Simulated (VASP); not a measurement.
# AlN (Cm) in VASP: further runs, part 2 of 3

VASP 6.6.1.

## Step 4: Single point, PBE (atom 1 (Al) moved by (+0.600, -0.300) A along y and z)

INCAR

```
PREC = Accurate ; ENCUT = 520
EDIFF = 1E-7 ; ISMEAR = 0
SIGMA = 0.05 ; LREAL = F
LASPH = T ; NELM = 80
ALGO = Normal ; ISIF = 2
LWAVE = F ; LCHARG = F
GGA = PE ; NBANDS = 16
```

KPOINTS

```
Automatic mesh
0
Gamma
  9 9 6
```

POSCAR

```
AlN
1.0
    3.3121157418      0.0000000000      0.0000000000
   -1.6560578709      2.8683763727      0.0000000000
    0.0000000000      0.0000000000      4.1875630000
Al N
2 2
Direct
    0.4379221184      0.8758442368      0.6783592868
    0.6666666667      0.3333333333      0.2500000000
    0.3333333333      0.6666666667      0.2500000000
    0.6666666667      0.3333333333      0.7500000000
```

Potentials or basis: VASP PAW PBE potentials, release 64 (Al, N).

Started as:

```bash
> cat potpaw_PBE.64/Al/POTCAR potpaw_PBE.64/N/POTCAR > POTCAR
> mpirun -np 1 vasp_std > vasp.out
```

OUTCAR:

```text
PREC = Accurate
   ENCUT = 520
   EDIFF = 1E-7
   ISMEAR = 0
   LREAL = F
   LASPH = T
   NELM = 80
   ISIF = 2
   GGA = PE

 ion  position               nearest neighbor table
   1  0.438  0.876  0.678-   4 1.35   3 1.89   2 2.22   4 2.29   4 2.29   3 2.47   2 2.73   2 2.90
                             2 2.90   2 3.30   2 3.30
   2  0.667  0.333  0.250-   3 1.91   3 1.91   3 1.91   4 2.09   4 2.09   1 2.22   1 2.73   1 2.90
                             1 2.90   1 3.30   1 3.30
   3  0.333  0.667  0.250-   1 1.89   2 1.91   2 1.91   2 1.91   1 2.47
   4  0.667  0.333  0.750-   1 1.35   2 2.09   2 2.09   1 2.29   1 2.29

  LATTYP: Found a hexagonal cell.
 ALAT       =     3.3121157418
 C/A-ratio  =     1.2643166261

  Lattice vectors:

 A1 = (   3.3121157418,   0.0000000000,   0.0000000000)
 A2 = (  -1.6560578709,   2.8683763727,   0.0000000000)
 A3 = (   0.0000000000,   0.0000000000,   4.1875630000)

Analysis of symmetry for initial positions (statically):
=====================================================================
 Subroutine PRICEL returns:
 Original cell was already a primitive cell.

 Routine SETGRP: Setting up the symmetry group for a
 hexagonal supercell.

 Subroutine GETGRP returns: Found  2 space group operations
 (whereof  2 operations were pure point group operations)
 out of a pool of 24 trial point group operations.

The static configuration has the point symmetry C_1h.

Analysis of symmetry for dynamics (positions and initial velocities):
=====================================================================
 Subroutine PRICEL returns:
 Original cell was already a primitive cell.

 Routine SETGRP: Setting up the symmetry group for a
 hexagonal supercell.

 Subroutine GETGRP returns: Found  2 space group operations
 (whereof  2 operations were pure point group operations)
 out of a pool of 24 trial point group operations.

The dynamic configuration has the point symmetry C_1h.

[... 118 lines left out ...]
   EFERMI_NEDOS =   21; number of points for ismear=-14 and -15
   IALGO  =     38    algorithm
   IMIX   =      4    mixing-type and parameters
     AMIX     =   0.40;   BMIX     =  1.00
     AMIX_MAG =   1.60;   BMIX_MAG =  1.00
  volume/ion in A,a.u.               =       9.95        67.12
  Fermi-wavevector in a.u.,A,eV,Ry     =   1.208409  2.283561 19.867927  1.460251
  Thomas-Fermi vector in A             =   2.344017
   LORBIT       =      0    0 simple, 1 ext, 2 COOP (PROOUT), +10 PAW based schemes
   GGA     = PE    functional components
   LHFCALC =     F    Hartree Fock is set to
   AEXX    =    0.0000 exact exchange contribution
   IVDW    =     0    specifies the selected vdW correction
   LEPSILON=     F    determine dielectric tensor
   LRPA    =     F    only Hartree local field effects (RPA)
 non-spin polarized calculation
 Gauss-broadening in eV      SIGMA  =   0.05
  energy-cutoff  :      520.00
  volume of cell :       39.78
 maximum number of plane-waves:      1090
 NGX is ok and might be reduce to    28
   NGX = 13   NGY = 13   NGZ = 15

 number of electron      15.9999999 magnetization

 Free energy of the ion-electron system (eV)
  ---------------------------------------------------
  ext. energy  EPLUGINS =         0.00000000
  ---------------------------------------------------
  free energy    TOTEN  =       -22.46347406 eV

  energy without entropy =      -22.46347406  energy(sigma->0) =      -22.46347406

 E-fermi :   7.4713     XC(G=0): -11.0776

 val. band max:        7.2692008890   @ k =   0.0000   0.0000   0.0000
 cond. band min:      10.4809333870   @ k =   0.0000   0.0000   0.0000
 fundamental gap:      3.2117324980
 Fermi energy:         7.4713129082

 k-point     1 :       0.0000    0.0000    0.0000
  band No.  band energies     occupation
      1      -9.0458      2.00000
      2      -5.5944      2.00000
      3       0.9530      2.00000
      4       4.4926      2.00000
      5       4.8253      2.00000
      6       5.8581      2.00000
[... 433 lines left out ...]
      3       1.2219      2.00000
      4       2.6434      2.00000
      5       3.1697      2.00000
      6       4.1835      2.00000
[... 8 lines left out ...]
     15      20.0146      0.00000
     16      20.6549      0.00000

 [... further k-points ...]
[... 5 lines left out ...]
  --------------------------------------------------------------------------------------
  -------------------------------------------------------------------------------------
  Total       -1.6682755     37.0341936      6.2474627      0.0000000      4.7746476      0.0000000
  in kB      -67.1854683   1491.4561169    251.6003591      0.0000000    192.2865509      0.0000000
  external PRESSURE =     558.6236693 kB  Pullay stress =       0.0000000 kB

 VOLUME and BASIS-vectors are now :
 -----------------------------------------------------------------------------
  energy-cutoff  :      520.00
  volume of cell :       39.78
      direct lattice vectors                 reciprocal lattice vectors
     3.312115742  0.000000000  0.000000000     0.301921816  0.174314642  0.000000000
    -1.656057871  2.868376373  0.000000000     0.000000000  0.348629284  0.000000000
     0.000000000  0.000000000  4.187563000     0.000000000  0.000000000  0.238802377

 POSITION                                       TOTAL-FORCE (eV/Angst)
 -----------------------------------------------------------------------------------
      0.00000      2.51225      2.84067         0.000000    -33.356130     -2.017469
      1.65606      0.95613      1.04689         0.000000      2.314324     -3.280402
     -0.00000      1.91225      1.04689         0.000000      1.153613      0.261170
      1.65606      0.95613      3.14067        -0.000000     29.888193      5.036702
 -----------------------------------------------------------------------------------
    total drift:                               -0.000001     -0.000284     -0.000031

  FREE ENERGIE OF THE ION-ELECTRON SYSTEM (eV)
  ---------------------------------------------------
  free  energy   TOTEN  =       -22.4634740605 eV

  energy  without entropy=      -22.4634740604  energy(sigma->0) =      -22.46347406
```

OSZICAR:

```text
N       E                     dE             d eps       ncg     rms          rms(c)
DAV:   1     0.522455797734E+02    0.52246E+02   -0.74671E+03  4480   0.903E+02
DAV:   2    -0.254863795026E+02   -0.77732E+02   -0.70137E+02  6472   0.194E+02
DAV:   3    -0.291928072618E+02   -0.37064E+01   -0.36918E+01  5456   0.446E+01
DAV:   4    -0.292159537604E+02   -0.23146E-01   -0.23145E-01  5552   0.397E+00
DAV:   5    -0.292162785006E+02   -0.32474E-03   -0.32474E-03  5536   0.467E-01    0.146E+01
DAV:   6    -0.225963625940E+02    0.66199E+01   -0.12150E+01  5696   0.288E+01    0.509E+00
DAV:   7    -0.225110308412E+02    0.85332E-01   -0.11188E+00  4784   0.850E+00    0.314E+00
DAV:   8    -0.224652977388E+02    0.45733E-01   -0.84924E-02  5832   0.253E+00    0.628E-01
DAV:   9    -0.224631572904E+02    0.21404E-02   -0.16214E-02  6152   0.107E+00    0.335E-01
DAV:  10    -0.224632564964E+02   -0.99206E-04   -0.15880E-03  5168   0.361E-01    0.211E-01
DAV:  11    -0.224634401990E+02   -0.18370E-03   -0.39840E-04  4848   0.163E-01    0.907E-02
DAV:  12    -0.224634731948E+02   -0.32996E-04   -0.43583E-05  4952   0.587E-02    0.170E-02
DAV:  13    -0.224634738770E+02   -0.68213E-06   -0.28360E-06  6240   0.236E-02    0.697E-03
DAV:  14    -0.224634740609E+02   -0.18395E-06   -0.14846E-06  4832   0.913E-03    0.269E-03
DAV:  15    -0.224634740605E+02    0.47180E-09   -0.13998E-07  4416   0.437E-03
   1 F= -.22463474E+02 E0= -.22463474E+02  d E =-.465065E-11
```

stdout:

```text
POSCAR found type information on POSCAR AlN
 POSCAR found :  2 types and       4 ions
 scaLAPACK will be used
 LDA part: xc-table for (Slater+PW92), standard interpolation
 POSCAR, INCAR and KPOINTS ok, starting setup
 FFT: planning ... GRIDC
 FFT: planning ... GRID_SOFT
 FFT: planning ... GRID
 WAVECAR not read
 entering main loop
```

It took 80 s on 1 thread of Intel Xeon 6975P-C (Granite Rapids), shared host; peak memory 0.21 GiB.

Results:

* Free energy: -22.4635 eV
* Pressure: 55.9 GPa
* Largest force: 33.417 eV/Å
* Band gap on the k mesh: 3.21 eV, direct

Forces in eV/Å, atoms in the order of the input:
```
Al    0.000 -33.356  -2.017
Al    0.000   2.314  -3.280
N     0.000   1.154   0.261
N     0.000  29.888   5.037
```

Caveat: the cell differs from its parent crystal (atom 1 (Al) moved by (+0.600, -0.300) A along y and z); forces of over 1 eV/Å act on the atoms, so gaps and moduli don't describe the material at rest. A k mesh can miss the band edges.

## Step 5: Single point, PBE (atom 1 (Al) moved by (-0.300, -0.300) A along y and z)

INCAR

```
PREC = Accurate
ENCUT = 520
EDIFF = 1E-6
ISMEAR = 0
SIGMA = 0.05
LREAL = F
LASPH = T
NELM = 100
ALGO = Normal
ISIF = 2
LWAVE = F
LCHARG = F
GGA = PE
NBANDS = 16
```

KPOINTS

```
regular mesh
0
Gamma
  9 9 6
```

POSCAR, as its differences from that of step 4:

```diff
@@ -8,3 +8,3 @@
 Direct
-    0.4379221184      0.8758442368      0.6783592868
+    0.2810389408      0.5620778816      0.6783592868
     0.6666666667      0.3333333333      0.2500000000
```

Potentials or basis: VASP PAW PBE potentials, release 64 (Al, N).

Started as:

```bash
> cat potpaw_PBE.64/Al/POTCAR potpaw_PBE.64/N/POTCAR > POTCAR
> mpirun -np 1 vasp_std > vasp.out
```

OUTCAR:

```text
PREC = Accurate
   ENCUT = 520
   EDIFF = 1E-6
   ISMEAR = 0
   LREAL = F
   LASPH = T
   NELM = 100
   ISIF = 2
   GGA = PE

 ion  position               nearest neighbor table
   1  0.281  0.562  0.678-   4 1.81   4 1.81   3 1.82   4 2.23   3 2.41   2 2.53   2 2.53   2 2.85
                             2 2.98   2 2.98   2 3.26
   2  0.667  0.333  0.250-   3 1.91   3 1.91   3 1.91   4 2.09   4 2.09   1 2.53   1 2.53   1 2.85
                             1 2.98   1 2.98   1 3.26
   3  0.333  0.667  0.250-   1 1.82   2 1.91   2 1.91   2 1.91   1 2.41
[... 660 lines left out ...]
  --------------------------------------------------------------------------------------
  -------------------------------------------------------------------------------------
  Total        4.0920573     -0.7804960      4.2229951      0.0000000      0.2586307      0.0000000
  in kB      164.7969986    -31.4324526    170.0701773      0.0000000     10.4156820      0.0000000
  external PRESSURE =     101.1449077 kB  Pullay stress =       0.0000000 kB

 VOLUME and BASIS-vectors are now :
 -----------------------------------------------------------------------------
  energy-cutoff  :      520.00
  volume of cell :       39.78
      direct lattice vectors                 reciprocal lattice vectors
     3.312115742  0.000000000  0.000000000     0.301921816  0.174314642  0.000000000
    -1.656057871  2.868376373  0.000000000     0.000000000  0.348629284  0.000000000
     0.000000000  0.000000000  4.187563000     0.000000000  0.000000000  0.238802377

 POSITION                                       TOTAL-FORCE (eV/Angst)
 -----------------------------------------------------------------------------------
      0.00000      1.61225      2.84067        -0.000000      2.748776      3.393918
      1.65606      0.95613      1.04689         0.000000     -0.406899     -2.234912
     -0.00000      1.91225      1.04689         0.000000     -0.552482     -0.743686
      1.65606      0.95613      3.14067        -0.000000     -1.789395     -0.415320
 -----------------------------------------------------------------------------------
    total drift:                               -0.000000      0.000052      0.000604

  FREE ENERGIE OF THE ION-ELECTRON SYSTEM (eV)
  ---------------------------------------------------
  free  energy   TOTEN  =       -28.3605328282 eV

  energy  without entropy=      -28.3605328282  energy(sigma->0) =      -28.36053283
```

Wall time 2.3 min (1 thread of AMD EPYC 7R43 (Zen 3), shared host); peak memory 0.17 GiB.

What came out:

```
Free energy            : -28.3605 eV
Pressure               : 10.1 GPa
Largest force          : 4.367 eV/Å
Band gap on the k mesh : 3.20 eV, direct
```

Forces on the atoms (eV/Å):
```
Al   0.000  2.749  3.394
Al   0.000 -0.407 -2.235
N    0.000 -0.552 -0.744
N    0.000 -1.789 -0.415
```

Caveat: the cell differs from its parent crystal (atom 1 (Al) moved by (-0.300, -0.300) A along y and z); forces of over 1 eV/Å act on the atoms, so gaps and moduli don't describe the material at rest.

(Continued in part 3 of 3.)
